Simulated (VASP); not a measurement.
# HfC (Fm-3m) in VASP: notebook

Runs on HfC. Level: PBE. Tasks: relaxation of cell and atoms.

All numbers are computed with VASP 6.6.1; they aren't measurements. Logs are shortened: lines on timing, memory, paths and dates and some standing lists are left out, and cuts for length are marked.

### 1 The cell of the first run

The structure is cubic, space group Fm-3m (No. 225). The conventional cell has a = 4.634 Å, b = 4.634 Å, c = 4.634 Å, α = 90.00°, β = 90.00°, γ = 90.00°. Within 3.1 Å of Hf (site symmetry m-3m) lie 6 C at 2.32 Å. Within 3.1 Å of C (site symmetry m-3m) lie 6 Hf at 2.32 Å.

### 2 Relaxation of cell and atoms, PBE

Contents of INCAR:

```
PREC = Accurate
ENCUT = 600
EDIFF = 1E-6
ISMEAR = 0
SIGMA = 0.1
LREAL = False
LASPH = True
NELM = 60
ALGO = Normal
ISIF = 3
LWAVE = False
LCHARG = False
GGA = PE
IBRION = 2
NSW = 100
EDIFFG = -0.01
```

Contents of KPOINTS:

```
Automatic mesh
0
Gamma
  20 20 20
```

Contents of POSCAR:

```
HfC
1.0
    0.0000000000      2.3171388429      2.3171388429
    2.3171388429      0.0000000000      2.3171388429
    2.3171388429      2.3171388429      0.0000000000
Hf C
1 1
Direct
    0.0000000000      0.0000000000      0.0000000000
    0.5000000000      0.5000000000      0.5000000000
```

Potentials or basis: VASP PAW PBE potentials, release 64 (Hf_pv, C).

Launch:

```sh
$ cat potpaw_PBE.64/Hf_pv/POTCAR potpaw_PBE.64/C/POTCAR > POTCAR
$ mpirun -np 1 vasp_std > vasp.out
```

OUTCAR:

```text
PREC = Accurate
   ENCUT = 600
   EDIFF = 1E-6
   ISMEAR = 0
   LREAL = False
   LASPH = True
   NELM = 60
   ISIF = 3
   GGA = PE
   IBRION = 2
   NSW = 100
   EDIFFG = -0.01

 ion  position               nearest neighbor table
   1  0.000  0.000  0.000-   2 2.32   2 2.32   2 2.32   2 2.32   2 2.32   2 2.32
   2  0.500  0.500  0.500-   1 2.32   1 2.32   1 2.32   1 2.32   1 2.32   1 2.32

  LATTYP: Found a face centered cubic cell.
 ALAT       =     4.6342776858

  Lattice vectors:

 A1 = (   0.0000000000,   2.3171388429,   2.3171388429)
 A2 = (   2.3171388429,   0.0000000000,   2.3171388429)
 A3 = (   2.3171388429,   2.3171388429,   0.0000000000)

Analysis of symmetry for initial positions (statically):
=====================================================================
 Subroutine PRICEL returns:
 Original cell was already a primitive cell.

 Routine SETGRP: Setting up the symmetry group for a
 face centered cubic supercell.

 Subroutine GETGRP returns: Found 48 space group operations
 (whereof 48 operations were pure point group operations)
 out of a pool of 48 trial point group operations.

The static configuration has the point symmetry O_h .

Analysis of symmetry for dynamics (positions and initial velocities):
=====================================================================
 Subroutine PRICEL returns:
 Original cell was already a primitive cell.

 Routine SETGRP: Setting up the symmetry group for a
 face centered cubic supercell.

 Subroutine GETGRP returns: Found 48 space group operations
 (whereof 48 operations were pure point group operations)
 out of a pool of 48 trial point group operations.

The dynamic configuration has the point symmetry O_h .

 Subroutine INISYM returns: Found 48 space group operations
 (whereof 48 operations are pure point group operations),
 and found     1 'primitive' translations

----------------------------------------------------------------------------------------

                                     Primitive cell

  volume of cell :      24.8821

  direct lattice vectors                    reciprocal lattice vectors
     0.000000000  2.317138843  2.317138843    -0.215783358  0.215783358  0.215783358
     2.317138843  0.000000000  2.317138843     0.215783358 -0.215783358  0.215783358
     2.317138843  2.317138843  0.000000000     0.215783358  0.215783358 -0.215783358

  length of vectors
     3.276929178  3.276929178  3.276929178     0.373747739  0.373747739  0.373747739

  position of ions in fractional coordinates (direct lattice)
     0.000000000  0.000000000  0.000000000
     0.500000000  0.500000000  0.500000000

  ion indices of the primitive-cell ions
   primitive index   ion index
                 1           1
                 2           2

----------------------------------------------------------------------------------------

 KPOINTS: Automatic mesh

Automatic generation of k-mesh.
 Grid dimensions read from file:
 generate k-points for:   20   20   20

 Generating k-lattice:

  Cartesian coordinates                     Fractional coordinates (reciprocal lattice)
    -0.010789168  0.010789168  0.010789168     0.050000000  0.000000000  0.000000000
     0.010789168 -0.010789168  0.010789168     0.000000000  0.050000000  0.000000000
     0.010789168  0.010789168 -0.010789168     0.000000000  0.000000000  0.050000000

  Length of vectors
     0.018687387  0.018687387  0.018687387

  Shift w.r.t. Gamma in fractional coordinates (k-lattice)
     0.000000000  0.000000000  0.000000000

 Subroutine IBZKPT returns following result:
 ===========================================

 Found    256 irreducible k-points:

 Following reciprocal coordinates:
            Coordinates               Weight
  0.000000  0.000000  0.000000      1.000000
  0.050000  0.000000  0.000000      8.000000
  0.100000  0.000000  0.000000      8.000000
  0.150000  0.000000  0.000000      8.000000
  0.200000  0.000000  0.000000      8.000000
  0.250000  0.000000  0.000000      8.000000
[... 16 lines left out ...]
 -0.400000  0.050000  0.000000     24.000000
 -0.350000  0.050000  0.000000     24.000000
 [... further k-points ...]
   k-points           NKPTS =    256   k-points in BZ     NKDIM =    256   number of bands    NBANDS=     11
   number of dos      NEDOS =    301   number of ions     NIONS =      2
   total plane-waves  NPLWV =  21952
   dimension x,y,z NGX =    28 NGY =   28 NGZ =   28
   dimension x,y,z NGXF=    56 NGYF=   56 NGZF=   56
   ions per type =               1   1
   NGX,Y,Z   is equivalent  to a cutoff of  14.21, 14.21, 14.21 a.u.
   NGXF,Y,Z  is equivalent  to a cutoff of  28.41, 28.41, 28.41 a.u.
 SYSTEM =  unknown system
   PREC   = accura    normal or accurate (medium, high low for compatibility)
   ISTART =      0    job   : 0-new  1-cont  2-samecut
   ICHARG =      2    charge: 1-file 2-atom 10-const
   ISPIN  =      1    spin polarized calculation?
   LNONCOLLINEAR =      F non collinear calculations
   LSORBIT =      F    spin-orbit coupling
   LASPH  =      T    aspherical Exc in radial PAW
   ENCUT  =  600.0 eV  44.10 Ry    6.64 a.u.   6.54  6.54  6.54*2*pi/ulx,y,z
   NELM   =     60;   NELMIN=  2; NELMDL= -5     # of ELM steps
   EDIFF  = 0.1E-05   stopping-criterion for ELM
   LREAL  =      F    real-space projection
   EDIFFG = -.1E-01   stopping-criterion for IOM
   NSW    =    100    number of steps for IOM
   IBRION =      2    ionic relax: 0-MD 1-quasi-New 2-CG
   NFREE  =      1    steps in history (QN), initial steepest desc. (CG)
   ISIF   =      3    stress and relaxation
   ISYM   =      2    0-nonsym 1-usesym 2-fastsym
   POTIM  = 0.5000    time-step for ionic-motion
   TEBEG  =    0.0;   TEEND  =   0.0 temperature during run
   PSTRESS=    0.0 pullay stress
   NELECT =      14.0000    total number of electrons
   NUPDOWN=      -1.0000    fix difference up-down
   EMIN   =  10.00;   EMAX   =-10.00  energy-range for DOS
   EFERMI =   0.00;   METHOD = LEGACY
   ISMEAR =     0;   SIGMA  =   0.10  broadening in eV -4-tet -1-fermi 0-gaus
   EFERMI_NEDOS =   21; number of points for ismear=-14 and -15
   IALGO  =     38    algorithm
   IMIX   =      4    mixing-type and parameters
     AMIX     =   0.40;   BMIX     =  1.00
     AMIX_MAG =   1.60;   BMIX_MAG =  1.00
  volume/ion in A,a.u.               =      12.44        83.96
  Fermi-wavevector in a.u.,A,eV,Ry     =   1.351519  2.554000 24.852447  1.826603
  Thomas-Fermi vector in A             =   2.478934
   LORBIT       =      0    0 simple, 1 ext, 2 COOP (PROOUT), +10 PAW based schemes
   GGA     = PE    functional components
   LHFCALC =     F    Hartree Fock is set to
   AEXX    =    0.0000 exact exchange contribution
   IVDW    =     0    specifies the selected vdW correction
   LEPSILON=     F    determine dielectric tensor
   LRPA    =     F    only Hartree local field effects (RPA)
 conjugate gradient relaxation of ions
 non-spin polarized calculation
 Gauss-broadening in eV      SIGMA  =   0.10
  energy-cutoff  :      600.00
  volume of cell :       24.88
 maximum number of plane-waves:       869
 NGX is ok and might be reduce to    28
   NGX = 13   NGY = 13   NGZ = 13

--------------------------------------- Ionic step        1  -------------------------------------------

 number of electron      14.0000000 magnetization

 Free energy of the ion-electron system (eV)
  ---------------------------------------------------
  ext. energy  EPLUGINS =         0.00000000
  ---------------------------------------------------
  free energy    TOTEN  =       -21.04680924 eV

  energy without entropy =      -21.04582017  energy(sigma->0) =      -21.04631471

------------------------ aborting loop because EDIFF is reached ----------------------------------------

  FORCE on cell =-STRESS in cart. coord.  units (eV):
  Direction    XX          YY          ZZ          XY          YZ          ZX
  --------------------------------------------------------------------------------------
  -------------------------------------------------------------------------------------
  Total        0.2995796      0.2995796      0.2995796     -0.0000000      0.0000000      0.0000000
  in kB       19.2901959     19.2901959     19.2901959     -0.0000000      0.0000000      0.0000000
  external PRESSURE =      19.2901959 kB  Pullay stress =       0.0000000 kB
[... 57 lines left out ...]
  energy  without entropy=      -21.0435312203  energy(sigma->0) =      -21.04401576

--------------------------------------- Ionic step        3  -------------------------------------------

 number of electron      14.0000000 magnetization

 Free energy of the ion-electron system (eV)
  ---------------------------------------------------
  ext. energy  EPLUGINS =         0.00000000
  ---------------------------------------------------
  free energy    TOTEN  =       -21.04798567 eV

  energy without entropy =      -21.04700326  energy(sigma->0) =      -21.04749446

 E-fermi :   5.9607     XC(G=0): -12.2962

 val. band max:        5.9433510105   @ k =   0.2000   0.2000   0.0000
 cond. band min:       5.9830068758   @ k =   0.1000   0.0000   0.0000
 fundamental gap:      0.0396558653
 Fermi energy:         5.9607432625

 k-point     1 :       0.0000    0.0000    0.0000
  band No.  band energies     occupation
      1     -23.5921      2.00000
      2     -23.5921      2.00000
      3     -23.5921      2.00000
      4      -6.3506      2.00000
      5       6.9711      0.00000
      6       6.9711      0.00000
      7       6.9711      0.00000
      8       7.3620      0.00000
      9       7.3620      0.00000
     10       7.3620      0.00000
     11       9.3673      0.00000
[... 309 lines left out ...]
 k-point    24 :      -0.3500    0.0500    0.0000
  band No.  band energies     occupation
      1     -24.1623      2.00000
      2     -23.6692      2.00000
      3     -23.6448      2.00000
      4      -3.6197      2.00000
      5       1.0584      2.00000
      6       3.2775      2.00000
      7       3.4330      2.00000
      8       9.8579      0.00000
      9      10.1073      0.00000
     10      10.9179      0.00000
     11      14.5349      0.00000

 [... further k-points ...]

------------------------ aborting loop because EDIFF is reached ----------------------------------------

  FORCE on cell =-STRESS in cart. coord.  units (eV):
  Direction    XX          YY          ZZ          XY          YZ          ZX
  --------------------------------------------------------------------------------------
  -------------------------------------------------------------------------------------
  Total        0.0011854      0.0011854      0.0011854      0.0000000      0.0000000      0.0000000
  in kB        0.0757258      0.0757258      0.0757258      0.0000000      0.0000000      0.0000000
  external PRESSURE =       0.0757258 kB  Pullay stress =       0.0000000 kB
[... 17 lines left out ...]
  FREE ENERGIE OF THE ION-ELECTRON SYSTEM (eV)
  ---------------------------------------------------
  free  energy   TOTEN  =       -21.0479856654 eV

  energy  without entropy=      -21.0470032598  energy(sigma->0) =      -21.04749446

 reached required accuracy - stopping structural energy minimisation
```

Run time: 87 s. Hardware: 1 thread of AMD EPYC 9R45 (Zen 5), shared host; peak memory 0.21 GiB.

Results:

```
Free energy                           : -21.0480 eV
Relaxed volume                        : 12.54 Å³/atom
Relaxed cell                          : a = 3.286 Å, b = 3.286 Å, c = 3.286 Å, α = 60.00°, β = 60.00°, γ = 60.00°
Space group after relaxing (to 0.1 Å) : Fm-3m (No. 225)
Energy gained by relaxing             : 0.6 meV/atom
Ionic steps                           : 3
Pressure after relaxing               : 0.0 GPa
Band gap on the k mesh                : zero (bands 7 and 8 overlap by 1.42 eV)
```

The path:
| step | energy change (eV) | largest force (eV/Å) | pressure (GPa) | volume (Å³) |
| --- | --- | --- | --- | --- |
| 1 | 0.0000 | 0.0000 | 1.93 | 24.88 |
| 2 | 0.0023 | 0.0000 | -3.20 | 25.43 |
| 3 | -0.0012 | 0.0000 | 0.01 | 25.08 |

Final structure:
```
Hf C
1.0
     0.00000    2.32329    2.32329
     2.32329    0.00000    2.32329
     2.32329    2.32329    0.00000
Hf C
1 1
Direct
  0.00000 0.00000 0.00000
  0.50000 0.50000 0.50000
```

Levels at points of the mesh, in eV from the Fermi level:
```tsv
k point	band 4	band 5	band 6	band 7	band 8	band 9	band 10	band 11
(0.00, 0.00, 0.00)	-12.31	1.01	1.01	1.01	1.40	1.40	1.40	3.41
(0.50, 0.00, 0.00)	-8.56	-6.14	-2.98	-2.98	5.34	5.34	5.80	6.57
(0.50, 0.50, 0.00)	-10.41	-2.58	-1.77	-0.09	-0.09	5.33	6.76	6.76
```

Caveat: spin-orbit coupling is left out, which moves the levels of the heavy elements.

### 3 Relaxation of cell and atoms, PBE

This run uses another cell than the first one, of 12.57 Å³/atom.

Contents of INCAR:

```
  ALGO = Normal
  EDIFF = 1E-6
  EDIFFG = -0.01
  ENCUT = 600
  GGA = PE
  IBRION = 2
  ISIF = 3
  ISMEAR = 0
  LASPH = T
  LCHARG = F
  LREAL = F
  LWAVE = F
  NELM = 100
  NSW = 100
  PREC = Accurate
  SIGMA = 0.1
```

Contents of KPOINTS:

```
k-points
0
Gamma
  20 20 20
```

Contents of POSCAR:

```
HfC
1.0
    0.0000000000      2.3252615211      2.3252615211
    2.3252615211      0.0000000000      2.3252615211
    2.3252615211      2.3252615211      0.0000000000
Hf C
1 1
Direct
    0.0000000000      0.0000000000      0.0000000000
    0.5000000000      0.5000000000      0.5000000000
```

Potentials or basis: VASP PAW PBE potentials, release 64 (Hf_pv, C).

Launch:

```sh
$ cat potpaw_PBE.64/Hf_pv/POTCAR potpaw_PBE.64/C/POTCAR > POTCAR
$ mpirun -np 1 vasp_std > vasp.out
```

OUTCAR:

```text
EDIFF = 1E-6
   EDIFFG = -0.01
   ENCUT = 600
   GGA = PE
   IBRION = 2
   ISIF = 3
   ISMEAR = 0
   LASPH = T
   LREAL = F
   NELM = 100
   NSW = 100
   PREC = Accurate

 ion  position               nearest neighbor table
   1  0.000  0.000  0.000-   2 2.33   2 2.33   2 2.33   2 2.33   2 2.33   2 2.33
   2  0.500  0.500  0.500-   1 2.33   1 2.33   1 2.33   1 2.33   1 2.33   1 2.33

  LATTYP: Found a face centered cubic cell.
 ALAT       =     4.6505230422

  Lattice vectors:

 A1 = (   0.0000000000,   2.3252615211,   2.3252615211)
 A2 = (   2.3252615211,   0.0000000000,   2.3252615211)
 A3 = (   2.3252615211,   2.3252615211,   0.0000000000)

Analysis of symmetry for initial positions (statically):
=====================================================================
 Subroutine PRICEL returns:
 Original cell was already a primitive cell.
[... 265 lines left out ...]
      4      -6.3512      2.00000
      5       6.9704      0.00000
      6       6.9704      0.00000
      7       6.9704      0.00000
      8       7.3634      0.00000
      9       7.3634      0.00000
     10       7.3634      0.00000
     11       9.3691      0.00000
[... 309 lines left out ...]
 k-point    24 :      -0.3500    0.0500    0.0000
  band No.  band energies     occupation
      1     -24.1597      2.00000
      2     -23.6664      2.00000
      3     -23.6419      2.00000
      4      -3.6200      2.00000
      5       1.0583      2.00000
      6       3.2772      2.00000
      7       3.4328      2.00000
      8       9.8591      0.00000
      9      10.1092      0.00000
     10      10.9198      0.00000
     11      14.5362      0.00000

 [... further k-points ...]

------------------------ aborting loop because EDIFF is reached ----------------------------------------

  FORCE on cell =-STRESS in cart. coord.  units (eV):
  Direction    XX          YY          ZZ          XY          YZ          ZX
  --------------------------------------------------------------------------------------
  -------------------------------------------------------------------------------------
  Total        0.0020027      0.0020027      0.0020027      0.0000000      0.0000000     -0.0000000
  in kB        0.1279452      0.1279452      0.1279452      0.0000000      0.0000000     -0.0000000
  external PRESSURE =       0.1279452 kB  Pullay stress =       0.0000000 kB
[... 17 lines left out ...]
  FREE ENERGIE OF THE ION-ELECTRON SYSTEM (eV)
  ---------------------------------------------------
  free  energy   TOTEN  =       -21.0482025294 eV

  energy  without entropy=      -21.0472208899  energy(sigma->0) =      -21.04771171

 reached required accuracy - stopping structural energy minimisation
```

CONTCAR:

```text
HfC
   1.00000000000000
     0.0000000000000000    2.3232035477945798    2.3232035477945798
     2.3232035477945798    0.0000000000000000    2.3232035477945798
     2.3232035477945798    2.3232035477945798    0.0000000000000000
  Hf              C
     1     1
Direct
     0.0000000000000000    0.0000000000000000    0.0000000000000000
     0.5000000000000000    0.5000000000000000    0.5000000000000000

  0.00000000E+00  0.00000000E+00  0.00000000E+00
  0.00000000E+00  0.00000000E+00  0.00000000E+00
```

Run time: 80 s. Hardware: 1 thread of AMD EPYC 9R45 (Zen 5), shared host; peak memory 0.22 GiB.

Results:

```
Free energy                           : -21.0482 eV
Relaxed volume                        : 12.54 Å³/atom
Relaxed cell                          : a = 3.286 Å, b = 3.286 Å, c = 3.286 Å, α = 60.00°, β = 60.00°, γ = 60.00°
Space group after relaxing (to 0.1 Å) : Fm-3m (No. 225)
Energy gained by relaxing             : 0.1 meV/atom
Ionic steps                           : 3
Pressure after relaxing               : 0.0 GPa
Band gap on the k mesh                : zero (bands 7 and 8 overlap by 1.42 eV)
```

The path:
```
step  energy change (eV)  largest force (eV/Å)  pressure (GPa)  volume (Å³)
   1              0.0000                0.0000           -0.62        25.14
   2              0.0002                0.0000            1.09        24.97
   3             -0.0001                0.0000            0.01        25.08
```

Final structure:
```
CELL_PARAMETERS angstrom
0.00000 2.32320 2.32320
2.32320 0.00000 2.32320
2.32320 2.32320 0.00000
ATOMIC_POSITIONS crystal
Hf 0.00000 0.00000 0.00000
C 0.50000 0.50000 0.50000
```

Levels at points of the mesh, in eV from the Fermi level:
| k point | band 4 | band 5 | band 6 | band 7 | band 8 | band 9 | band 10 | band 11 |
| --- | --- | --- | --- | --- | --- | --- | --- | --- |
| (0.00, 0.00, 0.00) | -12.31 | 1.01 | 1.01 | 1.01 | 1.40 | 1.40 | 1.40 | 3.41 |
| (0.50, 0.00, 0.00) | -8.56 | -6.14 | -2.98 | -2.98 | 5.34 | 5.34 | 5.81 | 6.57 |
| (0.50, 0.50, 0.00) | -10.41 | -2.58 | -1.77 | -0.09 | -0.09 | 5.33 | 6.76 | 6.76 |

Caveat: spin-orbit coupling is left out, which moves the levels of the heavy elements.
